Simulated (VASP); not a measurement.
# ZnO (lda) (P6_3mc) in VASP: further runs

Runs on ZnO (lda). Level: LDA. Tasks: single point.

Program: VASP 6.6.1. These are calculated values, not measurements. Logs are shortened: lines on timing, memory, paths and dates and some standing lists are left out, and cuts for length are marked.

## Step 1: The cell of the first run

Symmetry: P6_3mc, No. 186, hexagonal system. Conventional cell: a = 3.250 Å, b = 3.250 Å, c = 5.205 Å, α = 90.00°, β = 90.00°, γ = 120.00°. Zn (site symmetry 3m) has 4 O at 1.97 to 1.99 Å within 2.6 Å. Within 2.6 Å of O (site symmetry 3m) lie 4 Zn at 1.97 to 1.99 Å.

## Step 2: Single point, LDA

Input file INCAR:

```
SYSTEM = ZnO
PREC = Accurate ; ENCUT = 520
EDIFF = 1E-6 ; ISMEAR = 0
SIGMA = 0.1 ; LREAL = .FALSE.
LASPH = .TRUE. ; NELM = 60
ALGO = Normal ; ISIF = 2
LWAVE = .FALSE. ; LCHARG = .FALSE.
NBANDS = 26
```

Input file KPOINTS:

```
regular mesh
0
G
  6 6 4
  0 0 0
```

Input file POSCAR:

```
ZnO
1.0
    3.2500000000      0.0000000000      0.0000000000
   -1.6250000000      2.8145825623      0.0000000000
    0.0000000000      0.0000000000      5.2050000000
Zn O
2 2
Direct
    0.3333333333      0.6666666667      0.0000000000
    0.6666666667      0.3333333333      0.5000000000
    0.3333333333      0.6666666667      0.3820000000
    0.6666666667      0.3333333333      0.8820000000
```

Potentials or basis: VASP PAW LDA potentials, release 64 (Zn, O).

Run with:

```bash
$ cat potpaw_LDA.64/Zn/POTCAR potpaw_LDA.64/O/POTCAR > POTCAR
$ mpirun -np 1 vasp_std > vasp.out
```

OUTCAR:

```text
SYSTEM = ZnO
   PREC = Accurate
   ENCUT = 520
   EDIFF = 1E-6
   ISMEAR = 0
   LREAL = .FALSE.
   LASPH = .TRUE.
   NELM = 60
   ISIF = 2

 ion  position               nearest neighbor table
   1  0.333  0.667  0.000-   4 1.97   4 1.97   4 1.97   3 1.99
   2  0.667  0.333  0.500-   3 1.97   3 1.97   3 1.97   4 1.99
   3  0.333  0.667  0.382-   2 1.97   2 1.97   2 1.97   1 1.99
   4  0.667  0.333  0.882-   1 1.97   1 1.97   1 1.97   2 1.99

  LATTYP: Found a hexagonal cell.
 ALAT       =     3.2500000000
 C/A-ratio  =     1.6015384615

  Lattice vectors:

 A1 = (   3.2500000000,   0.0000000000,   0.0000000000)
 A2 = (  -1.6250000000,   2.8145825623,   0.0000000000)
 A3 = (   0.0000000000,   0.0000000000,   5.2050000000)

Analysis of symmetry for initial positions (statically):
=====================================================================
 Subroutine PRICEL returns:
 Original cell was already a primitive cell.

 Routine SETGRP: Setting up the symmetry group for a
 hexagonal supercell.

 Subroutine GETGRP returns: Found 12 space group operations
 (whereof  6 operations were pure point group operations)
 out of a pool of 24 trial point group operations.

The static configuration has the point symmetry C_3v.
 The point group associated with its full space group is C_6v.

Analysis of symmetry for dynamics (positions and initial velocities):
=====================================================================
 Subroutine PRICEL returns:
 Original cell was already a primitive cell.

 Routine SETGRP: Setting up the symmetry group for a
 hexagonal supercell.

 Subroutine GETGRP returns: Found 12 space group operations
 (whereof  6 operations were pure point group operations)
 out of a pool of 24 trial point group operations.

The dynamic configuration has the point symmetry C_3v.
 The point group associated with its full space group is C_6v.

 Subroutine INISYM returns: Found 12 space group operations
 (whereof  6 operations are pure point group operations),
 and found     1 'primitive' translations

----------------------------------------------------------------------------------------

                                     Primitive cell

  volume of cell :      47.6122

  direct lattice vectors                    reciprocal lattice vectors
     3.250000000  0.000000000  0.000000000     0.307692308  0.177646237  0.000000000
    -1.625000000  2.814582562  0.000000000     0.000000000  0.355292473  0.000000000
     0.000000000  0.000000000  5.205000000     0.000000000  0.000000000  0.192122959

[... 83 lines left out ...]
   EDIFF  = 0.1E-05   stopping-criterion for ELM
   LREAL  =      F    real-space projection
   EDIFFG = 0.1E-04   stopping-criterion for IOM
   NSW    =      0    number of steps for IOM
   IBRION =     -1    ionic relax: 0-MD 1-quasi-New 2-CG
   NFREE  =      0    steps in history (QN), initial steepest desc. (CG)
   ISIF   =      2    stress and relaxation
   ISYM   =      2    0-nonsym 1-usesym 2-fastsym
   POTIM  = 0.5000    time-step for ionic-motion
   TEBEG  =    0.0;   TEEND  =   0.0 temperature during run
   PSTRESS=    0.0 pullay stress
   NELECT =      36.0000    total number of electrons
   NUPDOWN=      -1.0000    fix difference up-down
   EMIN   =  10.00;   EMAX   =-10.00  energy-range for DOS
   EFERMI =   0.00;   METHOD = LEGACY
   ISMEAR =     0;   SIGMA  =   0.10  broadening in eV -4-tet -1-fermi 0-gaus
   EFERMI_NEDOS =   21; number of points for ismear=-14 and -15
   IALGO  =     38    algorithm
   IMIX   =      4    mixing-type and parameters
     AMIX     =   0.40;   BMIX     =  1.00
     AMIX_MAG =   1.60;   BMIX_MAG =  1.00
  volume/ion in A,a.u.               =      11.90        80.33
  Fermi-wavevector in a.u.,A,eV,Ry     =   1.491430  2.818395 30.264315  2.224364
  Thomas-Fermi vector in A             =   2.604086
   LORBIT       =      0    0 simple, 1 ext, 2 COOP (PROOUT), +10 PAW based schemes
   GGA     = CA    functional components
   LHFCALC =     F    Hartree Fock is set to
   AEXX    =    0.0000 exact exchange contribution
   IVDW    =     0    specifies the selected vdW correction
   LEPSILON=     F    determine dielectric tensor
   LRPA    =     F    only Hartree local field effects (RPA)
 non-spin polarized calculation
 Gauss-broadening in eV      SIGMA  =   0.10
  energy-cutoff  :      520.00
  volume of cell :       47.61
 maximum number of plane-waves:      1302
   NGX = 13   NGY = 13   NGZ = 19

 number of electron      36.0000017 magnetization

 Free energy of the ion-electron system (eV)
  ---------------------------------------------------
  ext. energy  EPLUGINS =         0.00000000
  ---------------------------------------------------
  free energy    TOTEN  =       -21.11914281 eV

  energy without entropy =      -21.11914281  energy(sigma->0) =      -21.11914281

 E-fermi :   1.2530     XC(G=0): -11.4614

 val. band max:        0.8786144679   @ k =   0.0000   0.0000   0.0000
 cond. band min:       1.6188279185   @ k =   0.0000   0.0000   0.0000
 fundamental gap:      0.7402134506
 Fermi energy:         1.2530213280

 k-point     1 :       0.0000    0.0000    0.0000
  band No.  band energies     occupation
      1     -16.9220      2.00000
      2     -16.1476      2.00000
      3      -4.9037      2.00000
      4      -4.9037      2.00000
      5      -4.8197      2.00000
      6      -4.7993      2.00000
[... 598 lines left out ...]
     25      16.4025      0.00000
     26      16.4025      0.00000

------------------------ aborting loop because EDIFF is reached ----------------------------------------

  FORCE on cell =-STRESS in cart. coord.  units (eV):
  Direction    XX          YY          ZZ          XY          YZ          ZX
  --------------------------------------------------------------------------------------
  -------------------------------------------------------------------------------------
  Total       -1.8820927     -1.8820927     -1.6989870      0.0000000      0.0000000      0.0000000
  in kB      -63.3335010    -63.3335010    -57.1718886      0.0000000      0.0000000      0.0000000
  external PRESSURE =     -61.2796302 kB  Pullay stress =       0.0000000 kB

 VOLUME and BASIS-vectors are now :
 -----------------------------------------------------------------------------
  energy-cutoff  :      520.00
  volume of cell :       47.61
      direct lattice vectors                 reciprocal lattice vectors
     3.250000000  0.000000000  0.000000000     0.307692308  0.177646237  0.000000000
    -1.625000000  2.814582562  0.000000000     0.000000000  0.355292473  0.000000000
     0.000000000  0.000000000  5.205000000     0.000000000  0.000000000  0.192122959

 POSITION                                       TOTAL-FORCE (eV/Angst)
 -----------------------------------------------------------------------------------
     -0.00000      1.87639      0.00000        -0.000000     -0.000000      0.038019
      1.62500      0.93819      2.60250         0.000000     -0.000000      0.038019
     -0.00000      1.87639      1.98831         0.000000      0.000000     -0.038019
      1.62500      0.93819      4.59081        -0.000000      0.000000     -0.038019
 -----------------------------------------------------------------------------------
    total drift:                               -0.000001     -0.000001     -0.000273

  FREE ENERGIE OF THE ION-ELECTRON SYSTEM (eV)
  ---------------------------------------------------
  free  energy   TOTEN  =       -21.1191428115 eV

  energy  without entropy=      -21.1191428103  energy(sigma->0) =      -21.11914281
```

OSZICAR:

```text
N       E                     dE             d eps       ncg     rms          rms(c)
DAV:   1     0.285125577705E+03    0.28513E+03   -0.18086E+04  1116   0.201E+03
DAV:   2     0.575332678906E+01   -0.27937E+03   -0.26277E+03  1156   0.403E+02
DAV:   3    -0.236132525828E+02   -0.29367E+02   -0.28999E+02  1216   0.135E+02
DAV:   4    -0.241727014762E+02   -0.55945E+00   -0.55819E+00  1200   0.189E+01
DAV:   5    -0.241755562355E+02   -0.28548E-02   -0.28546E-02  1196   0.142E+00    0.144E+01
DAV:   6    -0.210237036071E+02    0.31519E+01   -0.60587E+00  1714   0.617E+01    0.909E+00
DAV:   7    -0.211875016199E+02   -0.16380E+00   -0.27506E+00  1162   0.166E+01    0.542E+00
DAV:   8    -0.211719517742E+02    0.15550E-01   -0.59312E-01  1440   0.723E+00    0.169E+00
DAV:   9    -0.211171202487E+02    0.54832E-01   -0.10755E-01  1566   0.669E+00    0.336E-01
DAV:  10    -0.211191669560E+02   -0.20467E-02   -0.35976E-02  1106   0.136E+00    0.809E-02
DAV:  11    -0.211191601189E+02    0.68371E-05   -0.56969E-04  1322   0.536E-01    0.309E-02
DAV:  12    -0.211191417157E+02    0.18403E-04   -0.12260E-04  1428   0.362E-01    0.750E-03
DAV:  13    -0.211191439638E+02   -0.22481E-05   -0.14512E-05  1450   0.473E-02    0.901E-03
DAV:  14    -0.211191428547E+02    0.11092E-05   -0.26192E-06   826   0.152E-02    0.236E-03
DAV:  15    -0.211191428115E+02    0.43118E-07   -0.38805E-07   554   0.588E-03
   1 F= -.21119143E+02 E0= -.21119143E+02  d E =-.124488E-08
```

Wall time 44 s (1 thread of AMD EPYC 7R13, shared host); peak memory 0.12 GiB.

What came out:

```
Free energy            : -21.1191 eV
Pressure               : -6.1 GPa
Largest force          : 0.038 eV/Å
Band gap on the k mesh : 0.74 eV, direct
```

Forces on the atoms (eV/Å):
```
Zn   0.000  0.000  0.038
Zn   0.000  0.000  0.038
O    0.000  0.000 -0.038
O    0.000  0.000 -0.038
```

LDA gaps usually lie below the measured ones, often by a third to a half.

## Step 3: Single point, LDA

This run uses another cell than the first one, of 11.33 Å³/atom, 0.952 times its volume.

Input file INCAR:

```
PREC = Accurate ; ENCUT = 520
EDIFF = 1E-6 ; ISMEAR = 0
SIGMA = 0.02 ; LREAL = False
LASPH = True ; NELM = 100
ALGO = Normal ; ISIF = 2
LWAVE = False ; LCHARG = True
LELF = True ; LVHAR = True
NBANDS = 26
```

Input file KPOINTS:

```
Automatic mesh
0
Gamma
  9 9 6
```

Input file POSCAR:

```
ZnO
1.0
    3.1873357838      0.0000000000      0.0000000000
   -1.5936678919      2.7603137592      0.0000000000
    0.0000000000      0.0000000000      5.1528329312
Zn O
2 2
Direct
    0.3333333333      0.6666666667      0.0017883233
    0.6666666667      0.3333333333      0.5017883233
    0.3333333333      0.6666666667      0.3802116767
    0.6666666667      0.3333333333      0.8802116767
```

Potentials or basis: VASP PAW LDA potentials, release 64 (Zn, O).

Run with:

```bash
$ cat potpaw_LDA.64/Zn/POTCAR potpaw_LDA.64/O/POTCAR > POTCAR
$ mpirun -np 1 vasp_std > vasp.out
```

Run time: 92 s. Hardware: 1 thread of AMD EPYC 7R13, shared host; peak memory 0.14 GiB.

It converged, with:

| Quantity | Value |
| --- | --- |
| Free energy | -21.1568 eV |
| Pressure | 1.1 GPa |
| Band gap on the k mesh | 0.81 eV, direct |

Levels at points of the mesh, in eV from the valence-band top:
```
           k point  band 15  band 16  band 17  band 18  band 19  band 20  band 21  band 22
(0.00, 0.00, 0.00)    -0.86    -0.10     0.00     0.00     0.81     5.29     8.20    12.96
(0.00, 0.00, 0.50)    -0.43    -0.43    -0.43    -0.43     3.49     3.49    10.05    10.05
```
